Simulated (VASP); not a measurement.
Here is a VASP 6.6.1 calculation.

File INCAR:

```
SYSTEM = As
ALGO     = Normal         ! electronic algorithm
EDIFF    = 1E-6           ! SCF threshold, eV
ENCUT    = 510            ! plane-wave cutoff, eV
GGA      = PS             ! functional
GGA_COMPAT= .FALSE.      
ISIF     = 2              ! what is computed and relaxed
ISMEAR   = -1             ! smearing method
LASPH    = .TRUE.         ! aspherical terms in the spheres
LCHARG   = .FALSE.        ! write CHGCAR
LREAL    = .FALSE.        ! projectors in reciprocal space
LWAVE    = .FALSE.        ! write WAVECAR
NBANDS   = 22             ! bands
NELM     = 120            ! most SCF steps
PREC     = Accurate       ! precision mode
SIGMA    = 0.05           ! smearing width, eV
```

KPOINTS

```
k-points
0
G
  7 7 7
  0 0 0
```

POSCAR

```
As
1.0
    1.8996048677      1.0967373817      3.5140619945
   -1.8996048677      1.0967373817      3.5140619945
    0.0000000000     -2.1934747634      3.5140619945
As
2
Direct
    0.2260000000      0.2260000000      0.2260000000
    0.7740000000      0.7740000000      0.7740000000
```

Potentials or basis: VASP PAW PBE potentials, release 64 (As_d).

Launch:

```sh
$ cat potpaw_PBE.64/As_d/POTCAR > POTCAR
$ mpirun -np 1 vasp_std > vasp.out
```

(1) Predict the pressure.

(2) Predict the largest force.

Answers

(1) -1.2 GPa.

(2) 0.238 eV/Å.

Caveat: the PAW data sets were made with another functional, which shifts forces and pressure a little.
